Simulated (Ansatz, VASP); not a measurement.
# AlGaN2 in VASP and in Ansatz

```
Al Ga N
1.0
     3.06189    0.00000    0.00000
     0.00000    3.06189    0.00000
     0.00000    0.00000    4.71929
Al Ga N
1 1 2
Direct
  0.50000 0.50000 0.50000
  0.00000 0.00000 0.00000
  0.50000 0.00000 0.74007
  0.00000 0.50000 0.25993
```

Alike in both runs: task relaxation of the atoms; functional LDA; k mesh 8 × 8 × 6; occupations gaussian, width 0.05 eV; no spin polarisation.

|  | VASP | Ansatz |
| --- | --- | --- |
| version | VASP 6.6.1 | Ansatz 0.2.0 |
| potentials or method | VASP PAW LDA potentials, release 64 (Al, Ga_d, N), cutoff 520 eV | scalar-relativistic, plane waves, PAW |
| valence electrons in the cell | 26 | 26 |

```tsv
	VASP	Ansatz	Ansatz less VASP
gap on the k mesh at the Fermi level, each at its own relaxed structure (eV)	2.59	2.58	-0.007
```

Ansatz warns that its potentials were made for another functional, while VASP's fit it. LDA's correlation is that of Perdew and Zunger in VASP and of Perdew and Wang (1992) in Ansatz. Ansatz's warnings: stress scf threshold loose.
